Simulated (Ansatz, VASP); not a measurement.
One calculation of AlN, two programs

```xyz
4
Lattice="3.1415 0.0000 0.0000 -1.5707 2.7206 0.0000 0.0000 0.0000 4.1335" Properties=species:S:1:pos:R:3 pbc="T T T"
Al    0.0000    1.8137    3.1002
Al    1.5707    0.9069    1.0334
N     0.0000    1.8137    1.0334
N     1.5707    0.9069    3.1002
```

Alike in both runs: task single point; functional PBEsol; k mesh 9 × 9 × 6; occupations gaussian, width 0.05 eV; no spin polarisation.

|  | VASP | Ansatz |
| --- | --- | --- |
| version | VASP 6.6.1 | Ansatz 0.2.0 |
| potentials or method | VASP PAW PBE potentials, release 64 (Al, N), cutoff 520 eV | scalar-relativistic, plane waves, PAW |
| valence electrons in the cell | 16 | 16 |

Ansatz gave:

| Item | Value |
| --- | --- |
| gap on the k mesh at the Fermi level (eV) | 4.00 |
| least direct gap on the mesh (eV) | 4.00 |

Problem. Which values does VASP return?

Solution. gap on the k mesh at the Fermi level (eV): 4.02; least direct gap on the mesh (eV): 4.02.

VASP's potentials were made for PBE, not for PBEsol, and Ansatz warns of the same on its side. The functional is the same, so the differences come from potentials, cutoffs and numerics.
